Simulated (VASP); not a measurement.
# TiW3 (P6/mmm) in VASP: a series of runs, part 2 of 2

VASP 6.6.1.

## Step 3: Relaxation of cell and atoms, PBE

This run uses another cell than the first one, of 17.41 Å³/atom, 0.847 times its volume.

File INCAR:

```
SYSTEM = TiW3
ALGO = Normal
EDIFF = 1E-6
EDIFFG = -0.04
ENCUT = 600
GGA = PE
IBRION = 2
ISIF = 3
ISMEAR = 0
LASPH = .True.
LCHARG = .False.
LREAL = .False.
LWAVE = .False.
NELM = 60
NSW = 90
PREC = Accurate
SIGMA = 0.1
```

File KPOINTS:

```
k-points
0
Gamma
  6 6 4
  0 0 0
```

File POSCAR:

```
TiW3
1.0
    3.8398430500      0.0000000000      0.0000000000
   -1.9199215300      3.3254016300      0.0000000000
    0.0000000000      0.0000000000      5.4540119800
Ti W
1 3
Direct
    0.0000000000      0.0000000000      0.5000000000
    0.3333333300      0.6666666700      0.5000000000
    0.6666666700      0.3333333300      0.5000000000
    0.0000000000      0.0000000000      0.0000000000
```

Potentials or basis: VASP PAW PBE potentials, release 64 (Ti_sv, W_sv).

Launch:

```console
> cat potpaw_PBE.64/Ti_sv/POTCAR potpaw_PBE.64/W_sv/POTCAR > POTCAR
> mpirun -np 1 vasp_std > vasp.out
```

OUTCAR:

```text
SYSTEM = TiW3
   EDIFF = 1E-6
   EDIFFG = -0.04
   ENCUT = 600
   GGA = PE
   IBRION = 2
   ISIF = 3
   ISMEAR = 0
   LASPH = .True.
   LREAL = .False.
   NELM = 60
   NSW = 90
   PREC = Accurate

 ion  position               nearest neighbor table
   1  0.000  0.000  0.500-   2 2.22   3 2.22   3 2.22   2 2.22   3 2.22   2 2.22   4 2.73   4 2.73

   2  0.333  0.667  0.500-   3 2.22   3 2.22   1 2.22   1 2.22   1 2.22   3 2.22
   3  0.667  0.333  0.500-   2 2.22   2 2.22   1 2.22   1 2.22   1 2.22   2 2.22
   4  0.000  0.000  0.000-   1 2.73   1 2.73

  LATTYP: Found a hexagonal cell.
 ALAT       =     3.8398430500
 C/A-ratio  =     1.4203736739

  Lattice vectors:

 A1 = (   3.8398430500,   0.0000000000,   0.0000000000)
 A2 = (  -1.9199215300,   3.3254016300,   0.0000000000)
 A3 = (   0.0000000000,   0.0000000000,   5.4540119800)

Analysis of symmetry for initial positions (statically):
=====================================================================
 Subroutine PRICEL returns:
 Original cell was already a primitive cell.

 Routine SETGRP: Setting up the symmetry group for a
 hexagonal supercell.

 Subroutine GETGRP returns: Found 24 space group operations
 (whereof 24 operations were pure point group operations)
 out of a pool of 24 trial point group operations.

[... 167 lines left out ...]

  FORCE on cell =-STRESS in cart. coord.  units (eV):
  Direction    XX          YY          ZZ          XY          YZ          ZX
  --------------------------------------------------------------------------------------
  -------------------------------------------------------------------------------------
  Total       53.6150774     53.6150775    -11.3663774     -0.0000001      0.0000000      0.0000000
  in kB     1233.4565446   1233.4565462   -261.4923490     -0.0000019      0.0000000      0.0000000
  external PRESSURE =     735.1402473 kB  Pullay stress =       0.0000000 kB
[... 25 lines left out ...]
--------------------------------------- Ionic step        2  -------------------------------------------

 number of electron      54.0000029 magnetization

 E-fermi :   1.6271     XC(G=0):  -8.4938

 val. band max:        1.6218574173   @ k =   0.3333  -0.0000   0.0000
 cond. band min:       1.6282830724   @ k =   0.1667   0.1667   0.5000
 fundamental gap:      0.0064256551
 Fermi energy:         1.6271189507

 k-point     1 :       0.0000    0.0000    0.0000
  band No.  band energies     occupation
      1     -73.0900      2.00000
      2     -73.0884      2.00000
      3     -72.5871      2.00000
      4     -55.3605      2.00000
      5     -37.3056      2.00000
      6     -37.3014      2.00000
[... 913 lines left out ...]
--------------------------------------- Ionic step        7  -------------------------------------------

 number of electron      53.9999996 magnetization

 Free energy of the ion-electron system (eV)
  ---------------------------------------------------
  ext. energy  EPLUGINS =         0.00000000
  ---------------------------------------------------
  free energy    TOTEN  =       -38.68333910 eV

  energy without entropy =      -38.65784171  energy(sigma->0) =      -38.67059040

 E-fermi :   7.0761     XC(G=0): -11.5322

 val. band max:        7.0468646892   @ k =   0.3333   0.3333   0.5000
 cond. band min:       7.0828856648   @ k =   0.1667  -0.0000   0.2500
 fundamental gap:      0.0360209756
 Fermi energy:         7.0760940122

 k-point     1 :       0.0000    0.0000    0.0000
  band No.  band energies     occupation
      1     -67.1098      2.00000
      2     -66.7377      2.00000
      3     -66.5905      2.00000
      4     -48.6801      2.00000
      5     -31.6811      2.00000
      6     -31.2584      2.00000
[... 755 lines left out ...]
  FREE ENERGIE OF THE ION-ELECTRON SYSTEM (eV)
  ---------------------------------------------------
  free  energy   TOTEN  =       -38.6833391013 eV

  energy  without entropy=      -38.6578417072  energy(sigma->0) =      -38.67059040

 reached required accuracy - stopping structural energy minimisation
```

OSZICAR:

```text
N       E                     dE             d eps       ncg     rms          rms(c)
DAV:   1     0.774995668504E+03    0.77500E+03   -0.33602E+04  1344   0.223E+03
DAV:   2     0.225514057721E+02   -0.75244E+03   -0.74122E+03  1392   0.662E+02
DAV:   3    -0.341887528335E+02   -0.56740E+02   -0.55902E+02  2104   0.162E+02
[... 110 lines left out ...]
DAV:   5    -0.386826047995E+02    0.39465E-02   -0.62134E-02  1712   0.149E+00    0.492E-01
DAV:   6    -0.386829410230E+02   -0.33622E-03   -0.69815E-03  1952   0.471E-01    0.175E-01
DAV:   7    -0.386832654958E+02   -0.32447E-03   -0.16155E-03  1928   0.201E-01    0.101E-01
DAV:   8    -0.386833415477E+02   -0.76052E-04   -0.60217E-04  1792   0.138E-01    0.229E-02
DAV:   9    -0.386833389816E+02    0.25661E-05   -0.97792E-05  1680   0.592E-02    0.193E-02
DAV:  10    -0.386833391013E+02   -0.11971E-06   -0.51024E-06  1312   0.144E-02
   7 F= -.38683339E+02 E0= -.38670590E+02  d E =-.924661E+00
```

CONTCAR:

```text
TiW3
   1.00000000000000
     4.5486686092773176   -0.0000000010449546    0.0000000000000000
    -2.2743343114666041    3.9392625728861628   -0.0000000000000000
    -0.0000000000000000    0.0000000000000000    4.5943583384724374
  Ti              W
     1     3
Direct
     0.0000000000000000    1.0000000000000000    0.5000000000000000
     0.3333333300000021    0.6666666699999979    0.5000000000000000
     0.6666666699999979    0.3333333300000021    0.5000000000000000
     0.0000000000000000    0.0000000000000000    1.0000000000000000

  0.00000000E+00  0.00000000E+00  0.00000000E+00
  0.00000000E+00  0.00000000E+00  0.00000000E+00
  0.00000000E+00  0.00000000E+00  0.00000000E+00
  0.00000000E+00  0.00000000E+00  0.00000000E+00
```

Wall time 7.6 min (1 thread of Intel Xeon 6975P-C, shared host); peak memory 0.26 GiB.

What came out:

* Free energy: -38.6833 eV
* Relaxed volume: 20.58 Å³/atom
* Relaxed cell: a = 4.549 Å, b = 4.549 Å, c = 4.594 Å, α = 90.00°, β = 90.00°, γ = 120.00°
* Space group after relaxing (to 0.05 Å): P6/mmm (No. 191)
* Energy gained by relaxing: 2284.3 meV/atom
* Ionic steps: 7
* Pressure after relaxing: 0.2 GPa
* Band gap on the k mesh: zero (band 27 reaches 7.70 eV, above the bottom of band 28 at 6.83 eV)

The path:
```csv
step,energy change (eV),largest force (eV/Å),pressure (GPa),volume (Å³)
1,0.0000,0.0000,73.51,69.64
2,3.6436,0.0000,-19.15,162.94
3,-7.8186,0.0000,-17.58,101.54
4,-8.1555,0.0000,-12.89,96.80
5,-8.2124,0.0000,-8.76,93.61
6,-9.1188,0.0000,1.97,81.06
7,-9.1370,0.0000,0.23,82.32
```

Final structure:
```
CELL_PARAMETERS angstrom
4.54867 0.00000 0.00000
-2.27433 3.93926 0.00000
0.00000 0.00000 4.59436
ATOMIC_POSITIONS crystal
Ti 0.00000 0.00000 0.50000
W 0.33333 0.66667 0.50000
W 0.66667 0.33333 0.50000
W 0.00000 0.00000 0.00000
```

Caveat: the volume moved by over 15 % at a fixed basis, so the end points are rough; spin-orbit coupling is left out, which moves the levels of the heavy elements.
